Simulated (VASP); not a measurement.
# ZnS in VASP: notebook, part 2 of 2

VASP 6.6.1. Earlier steps stand in the parts before.

**4. Single point, PBE (atoms moved at random and the cell strained at random)**

INCAR reads:

```
SYSTEM = ZnS
  ALGO = Normal
  EDIFF = 1E-6
  ENCUT = 520
  GGA = PE
  ISIF = 2
  ISMEAR = 0
  LASPH = .TRUE.
  LCHARG = .FALSE.
  LREAL = .FALSE.
  LWAVE = .FALSE.
  NBANDS = 16
  NELM = 60
  PREC = Accurate
  SIGMA = 0.02
```

KPOINTS reads:

```
k-points
0
G
  10 10 10
  0 0 0
```

POSCAR reads:

```
ZnS
1.0
    0.0300486615      2.6168029680      2.6437683285
    2.6200755945      0.0182563875      2.6555606025
    2.6441199330      2.6526395805     -0.0057879510
Zn S
1 1
Direct
   -0.0157340136     -0.0210470856      0.0183923983
    0.7657340136      0.7710470856      0.7316076017
```

Potentials or basis: VASP PAW PBE potentials, release 64 (Zn, S).

Launch:

```
cat potpaw_PBE.64/Zn/POTCAR potpaw_PBE.64/S/POTCAR > POTCAR
mpirun -np 1 vasp_std > vasp.out
```

OUTCAR:

```text
SYSTEM = ZnS
   EDIFF = 1E-6
   ENCUT = 520
   GGA = PE
   ISIF = 2
   ISMEAR = 0
   LASPH = .TRUE.
   LREAL = .FALSE.
   NELM = 60
   PREC = Accurate

 ion  position               nearest neighbor table
   1  0.984  0.979  0.018-   2 2.18   2 2.19   2 2.36   2 2.41
   2  0.766  0.771  0.732-   1 2.18   1 2.19   1 2.36   1 2.41

  Warning from LATTYP: Got some problem with cell dimensions!
  Tried to take original basis but could not verify dimensions!
  LATTYP: Found a triclinic cell.
 ALAT       =     3.7305671861
 B/A-ratio  =     1.4220758249
 C/A-ratio  =     2.2329782668
 COS(alpha) =     0.0000196086
 COS(beta)  =     0.6658260405
 COS(gamma) =     0.7126126054

  Lattice vectors:

 A1 = (  -2.6200755945,  -0.0182563875,  -2.6555606025)
 A2 = (  -0.0060043230,   0.0175802250,  -5.3051168820)
 A3 = (  -7.8782667990,  -2.7067325805,  -0.0002163720)

Analysis of symmetry for initial positions (statically):
=====================================================================
 Subroutine PRICEL returns:
 Original cell was already a primitive cell.

 Routine SETGRP: Setting up the symmetry group for a
 triclinic supercell.

 Subroutine GETGRP returns: Found  1 space group operations
 (whereof  1 operations were pure point group operations)
 out of a pool of  2 trial point group operations.

The static configuration has the point symmetry C_1 .

Analysis of symmetry for dynamics (positions and initial velocities):
=====================================================================
 Subroutine PRICEL returns:
 Original cell was already a primitive cell.

 Routine SETGRP: Setting up the symmetry group for a
 triclinic supercell.

 Subroutine GETGRP returns: Found  1 space group operations
 (whereof  1 operations were pure point group operations)
 out of a pool of  2 trial point group operations.

The dynamic configuration has the point symmetry C_1 .

 Subroutine INISYM returns: Found  1 space group operations
 (whereof  1 operations are pure point group operations),
 and found     1 'primitive' translations

----------------------------------------------------------------------------------------

                                     Primitive cell

  volume of cell :      36.4491

  direct lattice vectors                    reciprocal lattice vectors
     0.030048662  2.616802968  2.643768329    -0.193265505  0.193057949  0.189355758
     2.620075594  0.018256387  2.655560603     0.192819941 -0.191791219  0.187643465
     2.644119933  2.652639580 -0.005787951     0.189327474  0.187853188 -0.188089029

  length of vectors
     3.719955869  3.730567186  3.745383887     0.332383107  0.330414091  0.326360530

  position of ions in fractional coordinates (direct lattice)
     0.984265986  0.978952914  0.018392398
     0.765734014  0.771047086  0.731607602

  ion indices of the primitive-cell ions
   primitive index   ion index
                 1           1
                 2           2

----------------------------------------------------------------------------------------

 KPOINTS: k-points

Automatic generation of k-mesh.
 Grid dimensions read from file:
 generate k-points for:   10   10   10

 Generating k-lattice:

  Cartesian coordinates                     Fractional coordinates (reciprocal lattice)
    -0.019326550  0.019305795  0.018935576     0.100000000 -0.000000000  0.000000000
     0.019281994 -0.019179122  0.018764347     0.000000000  0.100000000 -0.000000000
     0.018932747  0.018785319 -0.018808903     0.000000000 -0.000000000  0.100000000

  Length of vectors
     0.033238311  0.033041409  0.032636053

  Shift w.r.t. Gamma in fractional coordinates (k-lattice)
     0.000000000  0.000000000  0.000000000

 Subroutine IBZKPT returns following result:
 ===========================================

 Found    504 irreducible k-points:

 Following reciprocal coordinates:
            Coordinates               Weight
  0.000000  0.000000  0.000000      1.000000
  0.100000  0.000000 -0.000000      2.000000
  0.200000  0.000000 -0.000000      2.000000
  0.300000 -0.000000 -0.000000      2.000000
  0.400000  0.000000 -0.000000      2.000000
  0.500000  0.000000 -0.000000      1.000000
[... 16 lines left out ...]
 -0.400000  0.200000  0.000000      2.000000
 -0.300000  0.200000  0.000000      2.000000
 [... further k-points ...]
   k-points           NKPTS =    504   k-points in BZ     NKDIM =    504   number of bands    NBANDS=     16
   number of dos      NEDOS =    301   number of ions     NIONS =      2
   total plane-waves  NPLWV =  21952
   dimension x,y,z NGX =    28 NGY =   28 NGZ =   28
   dimension x,y,z NGXF=    56 NGYF=   56 NGZF=   56
   ions per type =               1   1
   NGX,Y,Z   is equivalent  to a cutoff of  12.51, 12.48, 12.43 a.u.
   NGXF,Y,Z  is equivalent  to a cutoff of  25.03, 24.96, 24.86 a.u.
 SYSTEM =  ZnS
   PREC   = accura    normal or accurate (medium, high low for compatibility)
   ISTART =      0    job   : 0-new  1-cont  2-samecut
   ICHARG =      2    charge: 1-file 2-atom 10-const
   ISPIN  =      1    spin polarized calculation?
   LNONCOLLINEAR =      F non collinear calculations
   LSORBIT =      F    spin-orbit coupling
   LASPH  =      T    aspherical Exc in radial PAW
   ENCUT  =  520.0 eV  38.22 Ry    6.18 a.u.   6.92  6.94  6.96*2*pi/ulx,y,z
   NELM   =     60;   NELMIN=  2; NELMDL= -5     # of ELM steps
   EDIFF  = 0.1E-05   stopping-criterion for ELM
   LREAL  =      F    real-space projection
   EDIFFG = 0.1E-04   stopping-criterion for IOM
   NSW    =      0    number of steps for IOM
   IBRION =     -1    ionic relax: 0-MD 1-quasi-New 2-CG
   NFREE  =      0    steps in history (QN), initial steepest desc. (CG)
   ISIF   =      2    stress and relaxation
   ISYM   =      2    0-nonsym 1-usesym 2-fastsym
   POTIM  = 0.5000    time-step for ionic-motion
   TEBEG  =    0.0;   TEEND  =   0.0 temperature during run
   PSTRESS=    0.0 pullay stress
   NELECT =      18.0000    total number of electrons
   NUPDOWN=      -1.0000    fix difference up-down
   EMIN   =  10.00;   EMAX   =-10.00  energy-range for DOS
   EFERMI =   0.00;   METHOD = LEGACY
   ISMEAR =     0;   SIGMA  =   0.02  broadening in eV -4-tet -1-fermi 0-gaus
   EFERMI_NEDOS =   21; number of points for ismear=-14 and -15
   IALGO  =     38    algorithm
   IMIX   =      4    mixing-type and parameters
     AMIX     =   0.40;   BMIX     =  1.00
     AMIX_MAG =   1.60;   BMIX_MAG =  1.00
  volume/ion in A,a.u.               =      18.22       122.99
  Fermi-wavevector in a.u.,A,eV,Ry     =   1.294007  2.445320 22.782348  1.674455
  Thomas-Fermi vector in A             =   2.425617
   LORBIT       =      0    0 simple, 1 ext, 2 COOP (PROOUT), +10 PAW based schemes
   GGA     = PE    functional components
   LHFCALC =     F    Hartree Fock is set to
   AEXX    =    0.0000 exact exchange contribution
   IVDW    =     0    specifies the selected vdW correction
   LEPSILON=     F    determine dielectric tensor
   LRPA    =     F    only Hartree local field effects (RPA)
 non-spin polarized calculation
 Gauss-broadening in eV      SIGMA  =   0.02
  energy-cutoff  :      520.00
  volume of cell :       36.45
 maximum number of plane-waves:       998
   NGX = 13   NGY = 13   NGZ = 13

 number of electron      18.0000003 magnetization

 Free energy of the ion-electron system (eV)
  ---------------------------------------------------
  ext. energy  EPLUGINS =         0.00000000
  ---------------------------------------------------
  free energy    TOTEN  =        -6.63559858 eV

  energy without entropy =       -6.63559858  energy(sigma->0) =       -6.63559858

 E-fermi :   3.1660     XC(G=0): -10.0120

 val. band max:        3.0176292419   @ k =   0.0000   0.0000   0.0000
 cond. band min:       5.3490038726   @ k =   0.0000   0.0000   0.0000
 fundamental gap:      2.3313746307
 Fermi energy:         3.1659863972

 k-point     1 :       0.0000    0.0000    0.0000
  band No.  band energies     occupation
      1     -10.8662      2.00000
      2      -4.0165      2.00000
      3      -3.8763      2.00000
      4      -3.6937      2.00000
      5      -3.2765      2.00000
      6      -3.2653      2.00000
[... 8 lines left out ...]
     15      14.8380      0.00000
     16      15.1106      0.00000
[... 420 lines left out ...]
  band No.  band energies     occupation
      1      -9.8332      2.00000
      2      -3.8257      2.00000
      3      -3.8210      2.00000
      4      -3.5154      2.00000
      5      -3.2942      2.00000
      6      -3.0950      2.00000
[... 8 lines left out ...]
     15      16.7758      0.00000
     16      18.1190      0.00000

 [... further k-points ...]

------------------------ aborting loop because EDIFF is reached ----------------------------------------

  FORCE on cell =-STRESS in cart. coord.  units (eV):
  Direction    XX          YY          ZZ          XY          YZ          ZX
  --------------------------------------------------------------------------------------
  -------------------------------------------------------------------------------------
  Total        2.4561609      2.4364009      1.9394211      1.3141530      0.1915658     -0.0819181
  in kB      107.9644454    107.0958664     85.2503314     57.7656791      8.4205803     -3.6008410
  external PRESSURE =     100.1035477 kB  Pullay stress =       0.0000000 kB

 VOLUME and BASIS-vectors are now :
 -----------------------------------------------------------------------------
  energy-cutoff  :      520.00
  volume of cell :       36.45
      direct lattice vectors                 reciprocal lattice vectors
     0.030048662  2.616802968  2.643768329    -0.193265505  0.193057949  0.189355758
     2.620075594  0.018256387  2.655560603     0.192819941 -0.191791219  0.187643465
     2.644119933  2.652639580 -0.005787951     0.189327474  0.187853188 -0.188089029

 POSITION                                       TOTAL-FORCE (eV/Angst)
 -----------------------------------------------------------------------------------
      2.64314      2.64229      5.20173         0.092442     -0.031648      1.267771
      3.97767      3.95854      4.06775        -0.092442      0.031648     -1.267771
 -----------------------------------------------------------------------------------
    total drift:                               -0.000360      0.000146      0.000476

  FREE ENERGIE OF THE ION-ELECTRON SYSTEM (eV)
  ---------------------------------------------------
  free  energy   TOTEN  =        -6.6355985824 eV

  energy  without entropy=       -6.6355985824  energy(sigma->0) =       -6.63559858
```

stdout:

```text
POSCAR found type information on POSCAR ZnS
 POSCAR found :  2 types and       2 ions
 scaLAPACK will be used
 LDA part: xc-table for (Slater+PW92), standard interpolation
 POSCAR, INCAR and KPOINTS ok, starting setup
 FFT: planning ... GRIDC
 FFT: planning ... GRID_SOFT
 FFT: planning ... GRID
 WAVECAR not read
 entering main loop
```

Run time: 5.7 min. Hardware: 1 thread of Intel Xeon 8259CL, shared host; peak memory 0.39 GiB.

What came out:

* Free energy: -6.6356 eV
* Pressure: 10.0 GPa
* Largest force: 1.272 eV/Å
* Band gap on the k mesh: 2.33 eV

Forces in eV/Å, atoms in the order of the input:
```
Zn   0.092 -0.032  1.268
S   -0.092  0.032 -1.268
```

Levels at points of the mesh, in eV from the valence-band top:
| k point | band 5 | band 6 | band 7 | band 8 | band 9 | band 10 | band 11 | band 12 | band 13 | band 14 |
| --- | --- | --- | --- | --- | --- | --- | --- | --- | --- | --- |
| (0.00, 0.00, 0.00) | -6.29 | -6.28 | -0.40 | -0.12 | 0.00 | 2.33 | 6.18 | 6.25 | 6.39 | 11.50 |
| (0.50, 0.00, 0.00) | -6.23 | -6.06 | -5.65 | -1.41 | -0.83 | 3.09 | 6.06 | 7.06 | 8.89 | 12.39 |
| (0.00, 0.50, 0.00) | -6.22 | -6.07 | -5.58 | -1.32 | -0.81 | 3.11 | 6.15 | 6.96 | 8.84 | 12.42 |
| (0.50, 0.50, 0.00) | -6.21 | -6.08 | -5.00 | -2.78 | -2.43 | 2.86 | 4.22 | 11.26 | 12.19 | 12.65 |
| (0.00, 0.00, 0.50) | -6.24 | -6.15 | -6.09 | -1.44 | -0.82 | 3.56 | 6.60 | 7.32 | 9.06 | 12.24 |
| (0.50, 0.00, 0.50) | -6.20 | -6.06 | -5.00 | -2.62 | -2.59 | 2.99 | 3.83 | 11.38 | 12.30 | 12.56 |
| (0.00, 0.50, 0.50) | -6.20 | -6.05 | -4.98 | -2.65 | -2.60 | 2.97 | 3.80 | 11.43 | 12.30 | 12.55 |
| (0.50, 0.50, 0.50) | -6.25 | -6.14 | -6.09 | -1.47 | -0.83 | 3.52 | 6.58 | 7.29 | 9.07 | 12.24 |

Caveat: the cell differs from its parent crystal (atoms moved at random and the cell strained at random); the cell stands under pressure; forces of over 1 eV/Å act on the atoms, so gaps and moduli don't describe the material at rest.

**5. The runs side by side**

| cell | gap on the mesh (eV) | pressure (GPa) | largest force (eV/Å) |
| --- | --- | --- | --- |
| a = 3.825 Å, angles 60.0°, 2 atoms, atomic positions A | 2.03 | 2.3 | 0.85 |
| a = 3.825 Å, angles 60.0°, 2 atoms, atomic positions B | 2.03 | 2.3 | 0.85 |
| a = 3.720, b = 3.731, c = 3.745 Å, angles 60.1, 59.8, 59.0°, 2 atoms, atomic positions C | 2.33 | 10.0 | 1.27 |

Alike in all rows: task single point; level PBE; potentials or basis VASP PAW PBE potentials, release 64 (Zn, S); no spin polarisation; k mesh 10 × 10 × 10; cutoff (eV) 520; smearing gaussian 0.02 eV.

Caveats: the cell stands under pressure (at least some runs); forces of over 1 eV/Å act on the atoms, so gaps and moduli don't describe the material at rest (at least some runs).

Absolute energies hang on the potentials; compare differences alone.
